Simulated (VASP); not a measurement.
A run of VASP 6.6.1 is set up as follows.

Contents of INCAR:

```
  PREC = Accurate
  ENCUT = 520
  EDIFF = 1E-6
  ISMEAR = 0
  SIGMA = 0.1
  LREAL = F
  LASPH = T
  NELM = 100
  ALGO = Normal
  ISIF = 2
  LWAVE = F
  LCHARG = T
  GGA = PE
  LELF = T
  LVHAR = T
  NBANDS = 21
```

KPOINTS

```
Automatic mesh
0
Gamma
  12 12 12
```

Contents of POSCAR:

```
Ge
1.0
    0.0000000000      2.8798158576      2.8798158576
    2.8798158576      0.0000000000      2.8798158576
    2.8798158576      2.8798158576      0.0000000000
Ge
2
Direct
    0.5000000000      0.5000000000      0.5000000000
    0.7500000000      0.7500000000      0.7500000000
```

Potentials or basis: VASP PAW PBE potentials, release 64 (Ge_d).

Run with:

```sh
$ cat potpaw_PBE.64/Ge_d/POTCAR > POTCAR
$ mpirun -np 1 vasp_std > vasp.out
```

(1) Estimate the band gap on the k mesh.

(2) Predict the pressure.

## Answers

(1) zero (filled and empty bands touch).

(2) -0.1 GPa.
